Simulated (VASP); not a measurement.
# Sn2Bi2S (P6/mmm) in VASP: relaxation of cell and atoms with PBE

Aim: the relaxation of cell and atoms of Sn2Bi2S with PBE.

Everything below comes from runs of VASP 6.6.1. Logs are shortened: lines on timing, memory, paths and dates and some standing lists are left out, and cuts for length are marked.

### 1 The cell of the first run

It takes space group P6/mmm (No. 191, hexagonal). Conventional cell: a = 5.442 Å, b = 5.442 Å, c = 8.371 Å, α = 90.00°, β = 90.00°, γ = 120.00°. Sn (site symmetry 6mm) has 1 S at 2.44 Å within 3.2 Å. Within 4.1 Å of Bi (site symmetry -6m2) lie 3 Bi at 3.14 Å and 6 Sn at 3.59 Å. Within 3.2 Å of S (site symmetry 6/mmm) lie 2 Sn at 2.44 Å.

The cell was generated, and may not be a known phase.

### 2 Relaxation of cell and atoms, PBE

Contents of INCAR:

```
SYSTEM = Sn2Bi2S
PREC = Accurate
ENCUT = 600
EDIFF = 1E-7
ISMEAR = 0
SIGMA = 0.1
LREAL = .FALSE.
LASPH = .TRUE.
NELM = 80
ALGO = Fast
ISIF = 3
LWAVE = .FALSE.
LCHARG = .FALSE.
GGA = PE
IBRION = 2
NSW = 100
EDIFFG = -0.01
```

Contents of KPOINTS:

```
regular mesh
0
G
  12 12 6
  0 0 0
```

Contents of POSCAR:

```
Sn2Bi2S
1.0
    5.4420313740      0.0000000000      0.0000000000
   -2.7210156870      4.7129374181      0.0000000000
    0.0000000000      0.0000000000      8.3714192104
Sn Bi S
2 2 1
Direct
    0.0000000000      0.0000000000      0.2920144672
    0.0000000000      0.0000000000      0.7079855328
    0.3333333333      0.6666666667      0.5000000000
    0.6666666667      0.3333333333      0.5000000000
    0.0000000000      0.0000000000      0.0000000000
```

Potentials or basis: VASP PAW PBE potentials, release 64 (Sn_d, Bi_d, S).

On the command line:

```bash
$ cat potpaw_PBE.64/Sn_d/POTCAR potpaw_PBE.64/Bi_d/POTCAR potpaw_PBE.64/S/POTCAR > POTCAR
$ mpirun -np 1 vasp_std > vasp.out
```

OUTCAR:

```text
SYSTEM = Sn2Bi2S
   PREC = Accurate
   ENCUT = 600
   EDIFF = 1E-7
   ISMEAR = 0
   LREAL = .FALSE.
   LASPH = .TRUE.
   NELM = 80
   ISIF = 3
   GGA = PE
   IBRION = 2
   NSW = 100
   EDIFFG = -0.01

 ion  position               nearest neighbor table
   1  0.000  0.000  0.292-   5 2.44   2 3.48   4 3.59   3 3.59   4 3.59   3 3.59   4 3.59   3 3.59

   2  0.000  0.000  0.708-   5 2.44   1 3.48   4 3.59   3 3.59   4 3.59   3 3.59   4 3.59   3 3.59

   3  0.333  0.667  0.500-   4 3.14   4 3.14   4 3.14   1 3.59   2 3.59   2 3.59   1 3.59   2 3.59
                             1 3.59
   4  0.667  0.333  0.500-   3 3.14   3 3.14   3 3.14   1 3.59   2 3.59   1 3.59   2 3.59   1 3.59
                             2 3.59
   5  0.000  0.000  0.000-   1 2.44   2 2.44

  LATTYP: Found a hexagonal cell.
 ALAT       =     5.4420313740
 C/A-ratio  =     1.5382894061

  Lattice vectors:

 A1 = (   5.4420313740,   0.0000000000,   0.0000000000)
 A2 = (  -2.7210156870,   4.7129374181,   0.0000000000)
 A3 = (   0.0000000000,   0.0000000000,   8.3714192104)

Analysis of symmetry for initial positions (statically):
=====================================================================
 Subroutine PRICEL returns:
 Original cell was already a primitive cell.

 Routine SETGRP: Setting up the symmetry group for a
 hexagonal supercell.

 Subroutine GETGRP returns: Found 24 space group operations
 (whereof 24 operations were pure point group operations)
 out of a pool of 24 trial point group operations.

The static configuration has the point symmetry D_6h.

Analysis of symmetry for dynamics (positions and initial velocities):
=====================================================================
 Subroutine PRICEL returns:
 Original cell was already a primitive cell.

 Routine SETGRP: Setting up the symmetry group for a
 hexagonal supercell.

 Subroutine GETGRP returns: Found 24 space group operations
 (whereof 24 operations were pure point group operations)
 out of a pool of 24 trial point group operations.

The dynamic configuration has the point symmetry D_6h.

 Subroutine INISYM returns: Found 24 space group operations
 (whereof 24 operations are pure point group operations),
 and found     1 'primitive' translations

----------------------------------------------------------------------------------------

                                     Primitive cell

  volume of cell :     214.7098

  direct lattice vectors                    reciprocal lattice vectors
     5.442031374  0.000000000  0.000000000     0.183754913  0.106090948  0.000000000
    -2.721015687  4.712937418  0.000000000     0.000000000  0.212181897  0.000000000
     0.000000000  0.000000000  8.371419210     0.000000000  0.000000000  0.119454058

  length of vectors
     5.442031374  5.442031374  8.371419210     0.212181897  0.212181897  0.119454058

  position of ions in fractional coordinates (direct lattice)
     0.000000000  0.000000000  0.292014467
     0.000000000  0.000000000  0.707985533
     0.333333333  0.666666667  0.500000000
     0.666666667  0.333333333  0.500000000
     0.000000000  0.000000000  0.000000000

  ion indices of the primitive-cell ions
   primitive index   ion index
                 1           1
                 2           2
                 3           3
                 4           4
                 5           5

----------------------------------------------------------------------------------------

 KPOINTS: regular mesh

Automatic generation of k-mesh.
 Grid dimensions read from file:
 generate k-points for:   12   12    6

 Generating k-lattice:

  Cartesian coordinates                     Fractional coordinates (reciprocal lattice)
     0.015312909  0.008840912  0.000000000     0.083333333  0.000000000  0.000000000
     0.000000000  0.017681825  0.000000000     0.000000000  0.083333333  0.000000000
     0.000000000  0.000000000  0.019909010     0.000000000  0.000000000  0.166666667

  Length of vectors
     0.017681825  0.017681825  0.019909010

  Shift w.r.t. Gamma in fractional coordinates (k-lattice)
     0.000000000  0.000000000  0.000000000

 Subroutine IBZKPT returns following result:
 ===========================================

 Found     76 irreducible k-points:

 Following reciprocal coordinates:
            Coordinates               Weight
  0.000000  0.000000  0.000000      1.000000
  0.083333  0.000000  0.000000      6.000000
  0.166667  0.000000  0.000000      6.000000
  0.250000  0.000000  0.000000      6.000000
  0.333333  0.000000  0.000000      6.000000
  0.416667  0.000000  0.000000      6.000000
[... 16 lines left out ...]
  0.250000  0.000000  0.166667     12.000000
  0.333333  0.000000  0.166667     12.000000
 [... further k-points ...]
   k-points           NKPTS =     76   k-points in BZ     NKDIM =     76   number of bands    NBANDS=     38
   number of dos      NEDOS =    301   number of ions     NIONS =      5
   total plane-waves  NPLWV = 161280
   dimension x,y,z NGX =    48 NGY =   48 NGZ =   70
   dimension x,y,z NGXF=    96 NGYF=   96 NGZF=  140
   ions per type =               2   2   1
   NGX,Y,Z   is equivalent  to a cutoff of  14.66, 14.66, 13.90 a.u.
   NGXF,Y,Z  is equivalent  to a cutoff of  29.33, 29.33, 27.80 a.u.
 SYSTEM =  Sn2Bi2S
   PREC   = accura    normal or accurate (medium, high low for compatibility)
   ISTART =      0    job   : 0-new  1-cont  2-samecut
   ICHARG =      2    charge: 1-file 2-atom 10-const
   ISPIN  =      1    spin polarized calculation?
   LNONCOLLINEAR =      F non collinear calculations
   LSORBIT =      F    spin-orbit coupling
   LASPH  =      T    aspherical Exc in radial PAW
   ENCUT  =  600.0 eV  44.10 Ry    6.64 a.u.  10.87 10.87 16.72*2*pi/ulx,y,z
   NELM   =     80;   NELMIN=  2; NELMDL= -5     # of ELM steps
   EDIFF  = 0.1E-06   stopping-criterion for ELM
   LREAL  =      F    real-space projection
   EDIFFG = -.1E-01   stopping-criterion for IOM
   NSW    =    100    number of steps for IOM
   IBRION =      2    ionic relax: 0-MD 1-quasi-New 2-CG
   NFREE  =      1    steps in history (QN), initial steepest desc. (CG)
   ISIF   =      3    stress and relaxation
   ISYM   =      2    0-nonsym 1-usesym 2-fastsym
   POTIM  = 0.5000    time-step for ionic-motion
   TEBEG  =    0.0;   TEEND  =   0.0 temperature during run
   PSTRESS=    0.0 pullay stress
   NELECT =      64.0000    total number of electrons
   NUPDOWN=      -1.0000    fix difference up-down
   EMIN   =  10.00;   EMAX   =-10.00  energy-range for DOS
   EFERMI =   0.00;   METHOD = LEGACY
   ISMEAR =     0;   SIGMA  =   0.10  broadening in eV -4-tet -1-fermi 0-gaus
   EFERMI_NEDOS =   21; number of points for ismear=-14 and -15
   IALGO  =     68    algorithm
   IMIX   =      4    mixing-type and parameters
     AMIX     =   0.40;   BMIX     =  1.00
     AMIX_MAG =   1.60;   BMIX_MAG =  1.00
  volume/ion in A,a.u.               =      42.94       289.79
  Fermi-wavevector in a.u.,A,eV,Ry     =   1.093581  2.066568 16.271466  1.195919
  Thomas-Fermi vector in A             =   2.229869
   LORBIT       =      0    0 simple, 1 ext, 2 COOP (PROOUT), +10 PAW based schemes
   GGA     = PE    functional components
   LHFCALC =     F    Hartree Fock is set to
   AEXX    =    0.0000 exact exchange contribution
   IVDW    =     0    specifies the selected vdW correction
   LEPSILON=     F    determine dielectric tensor
   LRPA    =     F    only Hartree local field effects (RPA)
 conjugate gradient relaxation of ions
 non-spin polarized calculation
 RMM-DIIS sequential band-by-band and
 Gauss-broadening in eV      SIGMA  =   0.10
  energy-cutoff  :      600.00
  volume of cell :      214.71
 maximum number of plane-waves:      7220
 NGX is ok and might be reduce to    48
   NGX = 21   NGY = 21   NGZ = 33

--------------------------------------- Ionic step        1  -------------------------------------------

 number of electron      64.0000015 magnetization

 Free energy of the ion-electron system (eV)
  ---------------------------------------------------
  ext. energy  EPLUGINS =         0.00000000
  ---------------------------------------------------
  free energy    TOTEN  =       -18.56905772 eV

  energy without entropy =      -18.55732479  energy(sigma->0) =      -18.56319126

------------------------ aborting loop because EDIFF is reached ----------------------------------------

  FORCE on cell =-STRESS in cart. coord.  units (eV):
  Direction    XX          YY          ZZ          XY          YZ          ZX
  --------------------------------------------------------------------------------------
  -------------------------------------------------------------------------------------
  Total        0.6537754      0.6537754     -0.7002001      0.0000000     -0.0000000      0.0000000
  in kB        4.8785115      4.8785115     -5.2249357      0.0000000     -0.0000000      0.0000000
  external PRESSURE =       1.5106958 kB  Pullay stress =       0.0000000 kB
[... 219 lines left out ...]
  energy  without entropy=      -18.5741413849  energy(sigma->0) =      -18.58038254

--------------------------------------- Ionic step        7  -------------------------------------------

 number of electron      63.9999996 magnetization

 Free energy of the ion-electron system (eV)
  ---------------------------------------------------
  ext. energy  EPLUGINS =         0.00000000
  ---------------------------------------------------
  free energy    TOTEN  =       -18.58672131 eV

  energy without entropy =      -18.57423985  energy(sigma->0) =      -18.58048058

 E-fermi :   2.9490     XC(G=0):  -7.6200

 val. band max:        2.9249817854   @ k =   0.1667   0.0833   0.3333
 cond. band min:       2.9493875142   @ k =   0.1667   0.1667   0.3333
 fundamental gap:      0.0244057289
 Fermi energy:         2.9490070007

 k-point     1 :       0.0000    0.0000    0.0000
  band No.  band energies     occupation
      1     -19.9144      2.00000
      2     -19.9144      2.00000
      3     -19.8749      2.00000
      4     -19.8406      2.00000
      5     -19.8406      2.00000
      6     -19.8045      2.00000
[... 973 lines left out ...]
     37       5.7953      0.00000
     38       6.1222      0.00000

 [... further k-points ...]

------------------------ aborting loop because EDIFF is reached ----------------------------------------

  FORCE on cell =-STRESS in cart. coord.  units (eV):
  Direction    XX          YY          ZZ          XY          YZ          ZX
  --------------------------------------------------------------------------------------
  -------------------------------------------------------------------------------------
  Total       -0.0258971     -0.0258971     -0.0047785      0.0000000      0.0000000      0.0000000
  in kB       -0.1926373     -0.1926373     -0.0355453      0.0000000      0.0000000      0.0000000
  external PRESSURE =      -0.1402733 kB  Pullay stress =       0.0000000 kB
[... 20 lines left out ...]
  FREE ENERGIE OF THE ION-ELECTRON SYSTEM (eV)
  ---------------------------------------------------
  free  energy   TOTEN  =       -18.5867213089 eV

  energy  without entropy=      -18.5742398516  energy(sigma->0) =      -18.58048058

 reached required accuracy - stopping structural energy minimisation
```

Run time: 2.1 h. Hardware: 1 thread of Oxide Virtual Turin-like, shared host; peak memory 0.87 GiB.

Results:

```
Free energy                           : -18.5867 eV
Relaxed volume                        : 43.08 Å³/atom
Relaxed cell                          : a = 5.505 Å, b = 5.505 Å, c = 8.207 Å, α = 90.00°, β = 90.00°, γ = 120.00°
Space group after relaxing (to 0.1 Å) : P6/mmm (No. 191)
Energy gained by relaxing             : 3.5 meV/atom
Ionic steps                           : 7
Pressure after relaxing               : 0.0 GPa
Band gap on the k mesh                : zero (bands 32 and 33 overlap by 1.33 eV)
```

The path:
| step | energy change (eV) | largest force (eV/Å) | pressure (GPa) | volume (Å³) |
| --- | --- | --- | --- | --- |
| 1 | 0.0000 | 0.0680 | 0.15 | 214.71 |
| 2 | -0.0085 | 0.1955 | 0.05 | 215.96 |
| 3 | -0.0092 | 0.2433 | 0.02 | 216.41 |
| 4 | -0.0137 | 0.1136 | -0.17 | 217.21 |
| 5 | -0.0146 | 0.0290 | -0.29 | 217.73 |
| 6 | -0.0176 | 0.0059 | -0.06 | 215.78 |
| 7 | -0.0177 | 0.0005 | -0.01 | 215.39 |

Final structure:
```cif
data_structure
_symmetry_space_group_name_H-M 'P 1'
_symmetry_Int_Tables_number 1
_cell_length_a 5.5051
_cell_length_b 5.5051
_cell_length_c 8.2066
_cell_angle_alpha 90.000
_cell_angle_beta 90.000
_cell_angle_gamma 120.000
_cell_volume 215.39
loop_
_atom_site_label
_atom_site_type_symbol
_atom_site_fract_x
_atom_site_fract_y
_atom_site_fract_z
_atom_site_occupancy
Sn1 Sn 0.00000 0.00000 0.29718 1
Sn2 Sn 0.00000 0.00000 0.70282 1
Bi1 Bi 0.33333 0.66667 0.50000 1
Bi2 Bi 0.66667 0.33333 0.50000 1
S1 S 0.00000 0.00000 0.00000 1
```

Caveat: spin-orbit coupling is left out, which moves the levels of the heavy elements.

The gap in the log of VASP goes by the Fermi energy; the results here count the filled bands.